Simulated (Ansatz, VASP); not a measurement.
## InGa3As4: VASP beside Ansatz

```xyz
8
Lattice="4.2176 0.0000 0.0000 0.0000 8.4531 0.0000 0.0000 0.0000 5.9743" Properties=species:S:1:pos:R:3 pbc="T T T"
Ga    0.0000    6.4078   -0.0015
Ga    2.1088    0.0000    2.9752
Ga    0.0000    2.0453   -0.0015
As    2.1088    6.4445    1.4377
As    0.0000    0.0000    4.4311
As    2.1088    2.0086    1.4377
As    0.0000    4.2265    4.6550
In    2.1088    4.2265    2.9892
```

Alike in both runs: task single point; functional PBE; k mesh 6 × 4 × 4; occupations fermi-dirac, width 0.02 eV; no spin polarisation.

|  | VASP | Ansatz |
| --- | --- | --- |
| version | VASP 6.6.1 | Ansatz 0.2.0 |
| potentials or method | VASP PAW PBE potentials, release 64 (Ga_d, As, In_d) | plane waves, PAW |
| plane-wave cutoff (eV) | 520 | 420 |
| valence electrons in the cell | 72 | 112 |

VASP gave:

- pressure (GPa): -2.8
- rms of the force components (eV/Å): 0.022

Task: What did Ansatz give for the same quantities?

Result: Pressure (GPa): -2.9; rms of the force components (eV/Å): 0.021.

With one functional, cell and mesh, what is left measures potentials, basis and numerics. VASP's potentials hold 72 valence electrons a cell and Ansatz's 112, so a difference there can come from the potentials and not from the codes.
